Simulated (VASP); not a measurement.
# TiTe2 (P-3m1) in VASP: notebook

TiTe2 is run at these levels: r2SCAN0, r2SCANh, r2SCAN50, HF; tasks: single point.

Program: VASP 6.6.1. These are calculated values, not measurements. Logs are shortened: lines on timing, memory, paths and dates and some standing lists are left out, and cuts for length are marked.

### 1 The cell of the first run

The structure is trigonal, space group P-3m1 (No. 164). Conventional cell: a = 3.777 Å, b = 3.777 Å, c = 6.498 Å, α = 90.00°, β = 90.00°, γ = 120.00°. Te (site symmetry 3m) has 3 Ti at 2.77 Å within 3.7 Å. Ti (site symmetry -3m) has 6 Te at 2.77 Å within 3.7 Å.

### 2 Single point, r2SCAN0

The input, POSCAR:

```
TiTe2
1.0
    3.7770000000      0.0000000000      0.0000000000
   -1.8885000000      3.2709779501      0.0000000000
    0.0000000000      0.0000000000      6.4980000000
Te Ti
2 1
Direct
    0.3333333333      0.6666666667      0.7372000000
    0.6666666667      0.3333333333      0.2628000000
    0.0000000000      0.0000000000      0.0000000000
```

The input, INCAR.step1:

```
SYSTEM = TiTe2
PREC     = Accurate       ! precision mode
ENCUT    = 520            ! plane-wave cutoff, eV
EDIFF    = 1E-5           ! SCF threshold, eV
ISMEAR   = -1             ! smearing method
SIGMA    = 0.05           ! smearing width, eV
LREAL    = .False.        ! projectors in reciprocal space
LASPH    = .True.         ! aspherical terms in the spheres
NELM     = 100            ! most SCF steps
ALGO     = Normal         ! electronic algorithm
ISIF     = 2              ! what is computed and relaxed
LWAVE    = .True.         ! write WAVECAR
LCHARG   = .False.        ! write CHGCAR
NBANDS   = 19             ! bands
GGA      = PE             ! functional
```

The input, INCAR.step2:

```
SYSTEM = TiTe2
PREC     = Accurate       ! precision mode
ENCUT    = 520            ! plane-wave cutoff, eV
EDIFF    = 1E-7           ! SCF threshold, eV
ISMEAR   = -1             ! smearing method
SIGMA    = 0.05           ! smearing width, eV
LREAL    = .False.        ! projectors in reciprocal space
LASPH    = .True.         ! aspherical terms in the spheres
NELM     = 100            ! most SCF steps
ALGO     = Normal         ! electronic algorithm
ISIF     = 2              ! what is computed and relaxed
LWAVE    = .False.        ! write WAVECAR
LCHARG   = .False.        ! write CHGCAR
METAGGA  = R2SCAN         ! meta-GGA
LHFCALC  = .True.         ! exact exchange
AEXX     = 0.25           ! exact-exchange fraction
LMIXTAU  = .True.       
PRECFOCK = Normal       
NBANDS   = 19             ! bands
ISTART   = 1
```

The input, KPOINTS:

```
regular mesh
0
Gamma
  4 4 2
  0 0 0
```

Potentials or basis: VASP PAW PBE potentials, release 64 (Te, Ti_sv).

Launch:

```sh
$ cat potpaw_PBE.64/Te/POTCAR potpaw_PBE.64/Ti_sv/POTCAR > POTCAR
$ cp INCAR.step1 INCAR
$ mpirun -np 1 vasp_std > vasp.out
$ cp INCAR.step2 INCAR
$ mpirun -np 1 vasp_std > vasp.out
```

OUTCAR:

```text
SYSTEM = TiTe2
   PREC = Accurate
   ENCUT = 520
   EDIFF = 1E-7
   ISMEAR = -1
   LREAL = .False.
   LASPH = .True.
   NELM = 100
   ISIF = 2
   METAGGA = R2SCAN
   LHFCALC = .True.
   AEXX = 0.25
   PRECFOCK = Normal
   ISTART = 1

 ion  position               nearest neighbor table
   1  0.333  0.667  0.737-   3 2.77   3 2.77   3 2.77
   2  0.667  0.333  0.263-   3 2.77   3 2.77   3 2.77
   3  0.000  0.000  0.000-   1 2.77   2 2.77   2 2.77   1 2.77   2 2.77   1 2.77

  LATTYP: Found a hexagonal cell.
 ALAT       =     3.7770000000
 C/A-ratio  =     1.7204130262

  Lattice vectors:

 A1 = (   3.7770000000,   0.0000000000,   0.0000000000)
 A2 = (  -1.8885000000,   3.2709779501,   0.0000000000)
 A3 = (   0.0000000000,   0.0000000000,   6.4980000000)

Analysis of symmetry for initial positions (statically):
=====================================================================
 Subroutine PRICEL returns:
 Original cell was already a primitive cell.

 Routine SETGRP: Setting up the symmetry group for a
 hexagonal supercell.

 Subroutine GETGRP returns: Found 12 space group operations
 (whereof 12 operations were pure point group operations)
 out of a pool of 24 trial point group operations.

The static configuration has the point symmetry D_3d.

Analysis of symmetry for dynamics (positions and initial velocities):
=====================================================================
 Subroutine PRICEL returns:
 Original cell was already a primitive cell.

 Routine SETGRP: Setting up the symmetry group for a
 hexagonal supercell.

 Subroutine GETGRP returns: Found 12 space group operations
 (whereof 12 operations were pure point group operations)
 out of a pool of 24 trial point group operations.

The dynamic configuration has the point symmetry D_3d.

 Subroutine INISYM returns: Found 12 space group operations
 (whereof 12 operations are pure point group operations),
 and found     1 'primitive' translations

----------------------------------------------------------------------------------------

                                     Primitive cell

  volume of cell :      80.2794
[... 74 lines left out ...]
   EDIFF  = 0.1E-06   stopping-criterion for ELM
   LREAL  =      F    real-space projection
   EDIFFG = 0.1E-05   stopping-criterion for IOM
   NSW    =      0    number of steps for IOM
   IBRION =     -1    ionic relax: 0-MD 1-quasi-New 2-CG
   NFREE  =      0    steps in history (QN), initial steepest desc. (CG)
   ISIF   =      2    stress and relaxation
   ISYM   =      3    0-nonsym 1-usesym 2-fastsym
   POTIM  = 0.5000    time-step for ionic-motion
   TEBEG  =    0.0;   TEEND  =   0.0 temperature during run
   PSTRESS=    0.0 pullay stress
   NELECT =      24.0000    total number of electrons
   NUPDOWN=      -1.0000    fix difference up-down
   EMIN   =  10.00;   EMAX   =-10.00  energy-range for DOS
   EFERMI =   0.00;   METHOD = LEGACY
   ISMEAR =    -1;   SIGMA  =   0.05  broadening in eV -4-tet -1-fermi 0-gaus
   EFERMI_NEDOS =   21; number of points for ismear=-14 and -15
   IALGO  =     38    algorithm
   IMIX   =      1    mixing-type and parameters
     AMIX     =   0.40;   BMIX     =  1.00
     AMIX_MAG =   1.60;   BMIX_MAG =  1.00
  volume/ion in A,a.u.               =      26.76       180.58
  Fermi-wavevector in a.u.,A,eV,Ry     =   1.094655  2.068597 16.303438  1.198269
  Thomas-Fermi vector in A             =   2.230964
   LORBIT       =      0    0 simple, 1 ext, 2 COOP (PROOUT), +10 PAW based schemes
   METAGGA = R2SCAN    functional components
   LHFCALC =     T    Hartree Fock is set to
   PRECFOCK=normal    Normal, Fast or Accurate (Low or Medium for compatibility)
   ENCUT4O =  -1.0   cutoff for four orbital integrals eV
   NKREDX  =     1    reduce k-point grid by
   NKREDY  =     1    reduce k-point grid by
   NKREDZ  =     1    reduce k-point grid by
   AEXX    =    0.2500 exact exchange contribution
   HFSCREEN=    0.0000 screening length (either q_TF or 0.3 A-1)
   HFSCREENC=   0.0000 screening length for correlation (either q_TF or 0.3 A-1)
   ENCUTFOCK=  -1.0 apply spherical cutoff to Coloumb kernel
   IVDW    =     0    specifies the selected vdW correction
   LEPSILON=     F    determine dielectric tensor
   LRPA    =     F    only Hartree local field effects (RPA)
 non-spin polarized calculation
  energy-cutoff  :      520.00
  volume of cell :       80.28
 maximum number of plane-waves:      2175
 NGX is ok and might be reduce to    28
  NGX = 24; NGY = 24; NGZ = 40

 number of electron      23.9999998 magnetization

 Free energy of the ion-electron system (eV)
  ---------------------------------------------------
  ext. energy  EPLUGINS =         0.00000000
  ---------------------------------------------------
  free energy    TOTEN  =       -59.70548655 eV

  energy without entropy =      -59.69951000  energy(sigma->0) =      -59.70249827

 E-fermi :   7.1150     XC(G=0):  -8.1031

 val. band max:        6.6674365826   @ k =   0.0000   0.0000   0.0000
 cond. band min:       7.1496647102   @ k =   0.5000   0.0000   0.0000
 fundamental gap:      0.4822281276
 Fermi energy:         7.1150078826

 k-point     1 :       0.0000    0.0000    0.0000
  band No.  band energies     occupation
      1     -58.0463      2.00000
      2     -31.9286      2.00000
      3     -31.9286      2.00000
      4     -31.9210      2.00000
      5      -7.9770      2.00000
      6      -6.2177      2.00000
[... 153 lines left out ...]
      6      -5.7876      2.00000
[... 11 lines left out ...]
     18      13.6469      0.00000
     19      13.6859      0.00000

------------------------ aborting loop because EDIFF is reached ----------------------------------------

  FORCE on cell =-STRESS in cart. coord.  units (eV):
  Direction    XX          YY          ZZ          XY          YZ          ZX
  --------------------------------------------------------------------------------------
  -------------------------------------------------------------------------------------
  Total       -0.4820164     -0.4820164      0.2307680      0.0000000      0.0000000     -0.0000000
  in kB       -9.6198446     -9.6198446      4.6055530      0.0000000      0.0000000     -0.0000000
  external PRESSURE =      -4.8780454 kB  Pullay stress =       0.0000000 kB

 VOLUME and BASIS-vectors are now :
 -----------------------------------------------------------------------------
  energy-cutoff  :      520.00
  volume of cell :       80.28
      direct lattice vectors                 reciprocal lattice vectors
     3.777000000  0.000000000  0.000000000     0.264760392  0.152859484  0.000000000
    -1.888500000  3.270977950  0.000000000     0.000000000  0.305718967  0.000000000
     0.000000000  0.000000000  6.498000000     0.000000000  0.000000000  0.153893506

 POSITION                                       TOTAL-FORCE (eV/Angst)
 -----------------------------------------------------------------------------------
     -0.00000      2.18065      4.79033         0.000000      0.000000      0.441503
      1.88850      1.09033      1.70767        -0.000000      0.000000     -0.441503
      0.00000      0.00000      0.00000        -0.000000      0.000000      0.000000
 -----------------------------------------------------------------------------------
    total drift:                                0.000000     -0.000000      0.000000

  FREE ENERGIE OF THE ION-ELECTRON SYSTEM (eV)
  ---------------------------------------------------
  free  energy   TOTEN  =       -59.7054865460 eV

  energy  without entropy=      -59.6995099972  energy(sigma->0) =      -59.70249827
```

Wall time 19 min (1 thread of Intel Xeon Platinum 8488C (Sapphire Rapids), shared host); peak memory 0.22 GiB.

Results:

| Property | Result |
| --- | --- |
| Free energy | -59.7055 eV |
| Pressure | -0.5 GPa |
| Largest force | 0.442 eV/Å |
| Band gap on the k mesh | zero (band 12 reaches 7.88 eV, above the bottom of band 13 at 6.45 eV) |

Forces on the atoms (eV/Å):
```
Te   0.000  0.000  0.442
Te   0.000  0.000 -0.442
Ti   0.000  0.000  0.000
```

Stress tensor (GPa, compression positive):
```
-0.96  0.00  0.00
 0.00 -0.96  0.00
 0.00  0.00  0.46
```

Caveat: the k points lie up to 0.48 Å⁻¹ apart; the PAW data sets were made with another functional, which shifts forces and pressure a little; spin-orbit coupling is left out, which moves the levels of the heavy elements.

### 3 Single point, r2SCANh

POSCAR is that of step 2.

The input, INCAR.step1:

```
ALGO = Normal ; EDIFF = 1E-5
ENCUT = 520 ; GGA = PE
ISIF = 2 ; ISMEAR = -1
LASPH = T ; LCHARG = F
LREAL = F ; LWAVE = T
NBANDS = 19 ; NELM = 80
PREC = Accurate ; SIGMA = 0.05
```

The input, INCAR.step2:

```
AEXX = 0.1 ; ALGO = Normal
EDIFF = 1E-6 ; ENCUT = 520
ISIF = 2 ; ISMEAR = -1
ISTART = 1 ; LASPH = T
LCHARG = F ; LHFCALC = T
LMIXTAU = T ; LREAL = F
LWAVE = F ; METAGGA = R2SCAN
NBANDS = 19 ; NELM = 80
PREC = Accurate ; PRECFOCK = Normal
SIGMA = 0.05
```

The input, KPOINTS:

```
k-points
0
Gamma
  4 4 2
```

Potentials or basis: VASP PAW PBE potentials, release 64 (Te, Ti_sv).

Launch:

```sh
$ cat potpaw_PBE.64/Te/POTCAR potpaw_PBE.64/Ti_sv/POTCAR > POTCAR
$ cp INCAR.step1 INCAR
$ mpirun -np 1 vasp_std > vasp.out
$ cp INCAR.step2 INCAR
$ mpirun -np 1 vasp_std > vasp.out
```

Run time: 13 min. Hardware: 1 thread of Intel Xeon Platinum 8488C (Sapphire Rapids), shared host; peak memory 0.22 GiB.

The run converged. Its results:

| Item | Value |
| --- | --- |
| Free energy | -63.5350 eV |
| Pressure | 0.3 GPa |
| Largest force | 0.254 eV/Å |
| Band gap on the k mesh | zero (band 12 reaches 7.50 eV, above the bottom of band 13 at 6.54 eV) |

Forces in eV/Å, atoms in the order of the input:
```
Te   0.000  0.000  0.254
Te   0.000  0.000 -0.254
Ti   0.000  0.000  0.000
```

Levels at points of the mesh, in eV from the Fermi level:
```tsv
k point	band 9	band 10	band 11	band 12	band 13	band 14	band 15	band 16
(0.00, 0.00, 0.00)	-2.42	0.38	0.57	0.57	0.64	0.95	0.95	3.27
(0.50, 0.00, 0.00)	-3.47	-3.09	-2.52	-1.78	-0.03	1.48	1.91	2.60
(0.00, 0.00, 0.50)	-2.34	-2.34	0.56	0.56	0.61	0.61	1.36	3.73
(0.50, 0.00, 0.50)	-3.18	-2.81	-1.61	-1.24	-0.40	1.46	1.87	2.79
```

Caveat: the k points lie up to 0.48 Å⁻¹ apart; the PAW data sets were made with another functional, which shifts forces and pressure a little; spin-orbit coupling is left out, which moves the levels of the heavy elements.

(Part 1 of 2 ends here.)
